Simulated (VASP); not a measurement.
# TiAl3 in VASP: a series of runs

The runs below take TiAl3 through single point, with PBEsol, PBE.

Everything below comes from runs of VASP 6.6.1. Logs are shortened: lines on timing, memory, paths and dates and some standing lists are left out, and cuts for length are marked.

## Step 1: The cell of the first run

Symmetry: P4/mmm, No. 123, tetragonal system. Conventional cell: a = 3.956 Å, b = 3.956 Å, c = 4.114 Å, α = 90.00°, β = 90.00°, γ = 90.00°. Ti (site symmetry 4/mmm) has 12 Al at 2.80 to 2.85 Å within 3.7 Å. Al (site symmetry mmm) has 8 Al at 2.80 to 2.85 Å and 4 Ti at 2.85 Å within 3.7 Å. Within 3.7 Å of Al (site symmetry 4/mmm) lie 4 Ti at 2.80 Å and 8 Al at 2.85 Å.

## Step 2: Single point, PBEsol

Contents of INCAR:

```
SYSTEM = TiAl3
PREC = Accurate ; ENCUT = 520
EDIFF = 1E-7 ; ISMEAR = -1
SIGMA = 0.05 ; LREAL = .False.
LASPH = .True. ; NELM = 60
ALGO = Normal ; ISIF = 2
LWAVE = .False. ; LCHARG = .False.
GGA = PS ; NBANDS = 18
```

Contents of KPOINTS:

```
regular mesh
0
Gamma
  6 6 6
  0 0 0
```

Contents of POSCAR:

```
TiAl3
1.0
    3.9556712500      0.0000000000      0.0000000000
    0.0000000000      3.9556712500      0.0000000000
    0.0000000000      0.0000000000      4.1138981000
Ti Al
1 3
Direct
    0.0000000000      0.0000000000      0.0000000000
    0.0000000000      0.5000000000      0.5000000000
    0.5000000000      0.0000000000      0.5000000000
    0.5000000000      0.5000000000      0.0000000000
```

Potentials or basis: VASP PAW PBE potentials, release 64 (Ti_sv, Al).

On the command line:

```sh
cat potpaw_PBE.64/Ti_sv/POTCAR potpaw_PBE.64/Al/POTCAR > POTCAR
mpirun -np 1 vasp_std > vasp.out
```

OUTCAR:

```text
SYSTEM = TiAl3
   PREC = Accurate
   ENCUT = 520
   EDIFF = 1E-7
   ISMEAR = -1
   LREAL = .False.
   LASPH = .True.
   NELM = 60
   ISIF = 2
   GGA = PS

 ion  position               nearest neighbor table
   1  0.000  0.000  0.000-   4 2.80   4 2.80   4 2.80   4 2.80   3 2.85   2 2.85   3 2.85   2 2.85
                             3 2.85   2 2.85   3 2.85   2 2.85
   2  0.000  0.500  0.500-   3 2.80   3 2.80   3 2.80   3 2.80   4 2.85   1 2.85   1 2.85   1 2.85
                             4 2.85   4 2.85   4 2.85   1 2.85
   3  0.500  0.000  0.500-   2 2.80   2 2.80   2 2.80   2 2.80   4 2.85   1 2.85   4 2.85   4 2.85
                             1 2.85   4 2.85   1 2.85   1 2.85
   4  0.500  0.500  0.000-   1 2.80   1 2.80   1 2.80   1 2.80   3 2.85   2 2.85   3 2.85   3 2.85
                             3 2.85   2 2.85   2 2.85   2 2.85

  LATTYP: Found a simple tetragonal cell.
 ALAT       =     3.9556712500
 C/A-ratio  =     1.0400000000

  Lattice vectors:

 A1 = (   3.9556712500,   0.0000000000,   0.0000000000)
 A2 = (   0.0000000000,   3.9556712500,   0.0000000000)
 A3 = (   0.0000000000,   0.0000000000,   4.1138981000)

Analysis of symmetry for initial positions (statically):
=====================================================================
 Subroutine PRICEL returns:
 Original cell was already a primitive cell.

 Routine SETGRP: Setting up the symmetry group for a
 simple tetragonal supercell.

 Subroutine GETGRP returns: Found 16 space group operations
 (whereof 16 operations were pure point group operations)
 out of a pool of 16 trial point group operations.

The static configuration has the point symmetry D_4h.

Analysis of symmetry for dynamics (positions and initial velocities):
=====================================================================
 Subroutine PRICEL returns:
 Original cell was already a primitive cell.

 Routine SETGRP: Setting up the symmetry group for a
 simple tetragonal supercell.

 Subroutine GETGRP returns: Found 16 space group operations
 (whereof 16 operations were pure point group operations)
 out of a pool of 16 trial point group operations.

The dynamic configuration has the point symmetry D_4h.

 Subroutine INISYM returns: Found 16 space group operations
 (whereof 16 operations are pure point group operations),
 and found     1 'primitive' translations

----------------------------------------------------------------------------------------

                                     Primitive cell

  volume of cell :      64.3715

  direct lattice vectors                    reciprocal lattice vectors
     3.955671250  0.000000000  0.000000000     0.252801595  0.000000000  0.000000000
     0.000000000  3.955671250  0.000000000     0.000000000  0.252801595  0.000000000
     0.000000000  0.000000000  4.113898100     0.000000000  0.000000000  0.243078456

  length of vectors
     3.955671250  3.955671250  4.113898100     0.252801595  0.252801595  0.243078456

  position of ions in fractional coordinates (direct lattice)
     0.000000000  0.000000000  0.000000000
     0.000000000  0.500000000  0.500000000
     0.500000000  0.000000000  0.500000000
     0.500000000  0.500000000  0.000000000

  ion indices of the primitive-cell ions
   primitive index   ion index
                 1           1
                 2           2
                 3           3
                 4           4

----------------------------------------------------------------------------------------

 KPOINTS: regular mesh

Automatic generation of k-mesh.
 Grid dimensions read from file:
 generate k-points for:    6    6    6

 Generating k-lattice:

  Cartesian coordinates                     Fractional coordinates (reciprocal lattice)
     0.042133599  0.000000000  0.000000000     0.166666667  0.000000000  0.000000000
     0.000000000  0.042133599  0.000000000     0.000000000  0.166666667  0.000000000
     0.000000000  0.000000000  0.040513076     0.000000000  0.000000000  0.166666667

  Length of vectors
     0.042133599  0.042133599  0.040513076

  Shift w.r.t. Gamma in fractional coordinates (k-lattice)
     0.000000000  0.000000000  0.000000000

 Subroutine IBZKPT returns following result:
 ===========================================

 Found     40 irreducible k-points:

 Following reciprocal coordinates:
            Coordinates               Weight
  0.000000  0.000000  0.000000      1.000000
  0.166667  0.000000  0.000000      4.000000
  0.333333  0.000000  0.000000      4.000000
  0.500000  0.000000  0.000000      2.000000
  0.166667  0.166667  0.000000      4.000000
  0.333333  0.166667  0.000000      8.000000
[... 16 lines left out ...]
  0.333333  0.000000  0.333333      8.000000
  0.500000  0.000000  0.333333      4.000000
 [... further k-points ...]
   k-points           NKPTS =     40   k-points in BZ     NKDIM =     40   number of bands    NBANDS=     18
   number of dos      NEDOS =    301   number of ions     NIONS =      4
   total plane-waves  NPLWV =  28800
   dimension x,y,z NGX =    30 NGY =   30 NGZ =   32
   dimension x,y,z NGXF=    60 NGYF=   60 NGZF=   64
   ions per type =               1   3
   NGX,Y,Z   is equivalent  to a cutoff of  12.61, 12.61, 12.93 a.u.
   NGXF,Y,Z  is equivalent  to a cutoff of  25.22, 25.22, 25.86 a.u.
 SYSTEM =  TiAl3
   PREC   = accura    normal or accurate (medium, high low for compatibility)
   ISTART =      0    job   : 0-new  1-cont  2-samecut
   ICHARG =      2    charge: 1-file 2-atom 10-const
   ISPIN  =      1    spin polarized calculation?
   LNONCOLLINEAR =      F non collinear calculations
   LSORBIT =      F    spin-orbit coupling
   LASPH  =      T    aspherical Exc in radial PAW
   ENCUT  =  520.0 eV  38.22 Ry    6.18 a.u.   7.35  7.35  7.65*2*pi/ulx,y,z
   NELM   =     60;   NELMIN=  2; NELMDL= -5     # of ELM steps
   EDIFF  = 0.1E-06   stopping-criterion for ELM
   LREAL  =      F    real-space projection
   EDIFFG = 0.1E-05   stopping-criterion for IOM
   NSW    =      0    number of steps for IOM
   IBRION =     -1    ionic relax: 0-MD 1-quasi-New 2-CG
   NFREE  =      0    steps in history (QN), initial steepest desc. (CG)
   ISIF   =      2    stress and relaxation
   ISYM   =      2    0-nonsym 1-usesym 2-fastsym
   POTIM  = 0.5000    time-step for ionic-motion
   TEBEG  =    0.0;   TEEND  =   0.0 temperature during run
   PSTRESS=    0.0 pullay stress
   NELECT =      21.0000    total number of electrons
   NUPDOWN=      -1.0000    fix difference up-down
   EMIN   =  10.00;   EMAX   =-10.00  energy-range for DOS
   EFERMI =   0.00;   METHOD = LEGACY
   ISMEAR =    -1;   SIGMA  =   0.05  broadening in eV -4-tet -1-fermi 0-gaus
   EFERMI_NEDOS =   21; number of points for ismear=-14 and -15
   IALGO  =     38    algorithm
   IMIX   =      4    mixing-type and parameters
     AMIX     =   0.40;   BMIX     =  1.00
     AMIX_MAG =   1.60;   BMIX_MAG =  1.00
  volume/ion in A,a.u.               =      16.09       108.60
  Fermi-wavevector in a.u.,A,eV,Ry     =   1.126981  2.129685 17.280574  1.270086
  Thomas-Fermi vector in A             =   2.263665
   LORBIT       =      0    0 simple, 1 ext, 2 COOP (PROOUT), +10 PAW based schemes
   GGA     = PS    functional components
   LHFCALC =     F    Hartree Fock is set to
   AEXX    =    0.0000 exact exchange contribution
   IVDW    =     0    specifies the selected vdW correction
   LEPSILON=     F    determine dielectric tensor
   LRPA    =     F    only Hartree local field effects (RPA)
 non-spin polarized calculation
  energy-cutoff  :      520.00
  volume of cell :       64.37
 maximum number of plane-waves:      1767
 NGX is ok and might be reduce to    30
   NGX = 15   NGY = 15   NGZ = 15

 number of electron      20.9999997 magnetization

 Free energy of the ion-electron system (eV)
  ---------------------------------------------------
  ext. energy  EPLUGINS =         0.00000000
  ---------------------------------------------------
  free energy    TOTEN  =       -22.08186401 eV

  energy without entropy =      -22.06878587  energy(sigma->0) =      -22.07532494

 E-fermi :   8.5402     XC(G=0): -10.7570

 val. band max:        8.4822483786   @ k =   0.1667   0.0000   0.1667
 cond. band min:       8.5532692823   @ k =   0.3333   0.3333   0.1667
 fundamental gap:      0.0710209038
 Fermi energy:         8.5401957557

 k-point     1 :       0.0000    0.0000    0.0000
  band No.  band energies     occupation
      1     -48.1995      2.00000
      2     -24.6170      2.00000
      3     -24.5828      2.00000
      4     -24.5828      2.00000
      5      -1.9650      2.00000
      6       5.4012      2.00000
[... 10 lines left out ...]
     17      14.0540      0.00000
     18      14.1636      0.00000

 k-point     2 :       0.1667    0.0000    0.0000
  band No.  band energies     occupation
      1     -48.1993      2.00000
      2     -24.6166      2.00000
      3     -24.5876      2.00000
      4     -24.5824      2.00000
      5      -1.6963      2.00000
      6       4.2098      2.00000
[... 10 lines left out ...]
     17      13.5416      0.00000
     18      13.8503      0.00000

 k-point     3 :       0.3333    0.0000    0.0000
  band No.  band energies     occupation
      1     -48.1989      2.00000
      2     -24.6159      2.00000
      3     -24.5974      2.00000
      4     -24.5817      2.00000
      5      -0.9119      2.00000
      6       2.2208      2.00000
[... 10 lines left out ...]
     17      12.4167      0.00000
     18      13.8802      0.00000

 k-point     4 :       0.5000    0.0000    0.0000
  band No.  band energies     occupation
      1     -48.1987      2.00000
      2     -24.6155      2.00000
      3     -24.6023      2.00000
      4     -24.5813      2.00000
      5       0.0550      2.00000
      6       0.8226      2.00000
[... 375 lines left out ...]
      4     -24.5818      2.00000
      5      -0.7458      2.00000
      6       2.1933      2.00000
[... 10 lines left out ...]
     17      12.8171      0.00000
     18      13.9104      0.00000

 k-point    23 :       0.3333    0.0000    0.3333
  band No.  band energies     occupation
      1     -48.1985      2.00000
      2     -24.6251      2.00000
      3     -24.5963      2.00000
      4     -24.5811      2.00000
      5      -0.0097      2.00000
      6       2.8602      2.00000
[... 10 lines left out ...]
     17      12.9381      0.00000
     18      13.9235      0.00000

 k-point    24 :       0.5000    0.0000    0.3333
  band No.  band energies     occupation
      1     -48.1984      2.00000
      2     -24.6246      2.00000
      3     -24.6011      2.00000
      4     -24.5807      2.00000
      5       0.8429      2.00000
      6       1.7671      2.00000
[... 10 lines left out ...]
     17      12.7961      0.00000
     18      14.1576      0.00000

 [... further k-points ...]

------------------------ aborting loop because EDIFF is reached ----------------------------------------

  FORCE on cell =-STRESS in cart. coord.  units (eV):
  Direction    XX          YY          ZZ          XY          YZ          ZX
  --------------------------------------------------------------------------------------
  -------------------------------------------------------------------------------------
  Total       -1.0453853     -1.0453853     -3.1177357      0.0000000      0.0000000     -0.0000000
  in kB      -26.0191485    -26.0191485    -77.5989713      0.0000000      0.0000000     -0.0000000
  external PRESSURE =     -43.2124227 kB  Pullay stress =       0.0000000 kB

 VOLUME and BASIS-vectors are now :
 -----------------------------------------------------------------------------
  energy-cutoff  :      520.00
  volume of cell :       64.37
      direct lattice vectors                 reciprocal lattice vectors
     3.955671250  0.000000000  0.000000000     0.252801595  0.000000000  0.000000000
     0.000000000  3.955671250  0.000000000     0.000000000  0.252801595  0.000000000
     0.000000000  0.000000000  4.113898100     0.000000000  0.000000000  0.243078456

 POSITION                                       TOTAL-FORCE (eV/Angst)
 -----------------------------------------------------------------------------------
      0.00000      0.00000      0.00000         0.000000      0.000000      0.000000
      0.00000      1.97784      2.05695         0.000000      0.000000      0.000000
      1.97784      0.00000      2.05695         0.000000      0.000000      0.000000
      1.97784      1.97784      0.00000         0.000000      0.000000      0.000000
 -----------------------------------------------------------------------------------
    total drift:                                0.000000     -0.000000      0.000000

  FREE ENERGIE OF THE ION-ELECTRON SYSTEM (eV)
  ---------------------------------------------------
  free  energy   TOTEN  =       -22.0818640064 eV

  energy  without entropy=      -22.0687858663  energy(sigma->0) =      -22.07532494
```

Run time: 76 s. Hardware: 1 thread of Intel Xeon 8259CL, shared host; peak memory 0.2 GiB.

Results:

| Item | Value |
| --- | --- |
| Free energy | -22.0819 eV |
| Pressure | -4.3 GPa |
| Band gap on the k mesh | zero (an odd number of electrons rules out a gap without spin polarisation) |

Stress tensor (GPa, compression positive):
```
-2.60  0.00  0.00
 0.00 -2.60  0.00
 0.00  0.00 -7.76
```

Caveat: the cell stands under tension; the PAW data sets were made with another functional, which shifts forces and pressure a little.

(Part 1 of 2 ends here.)
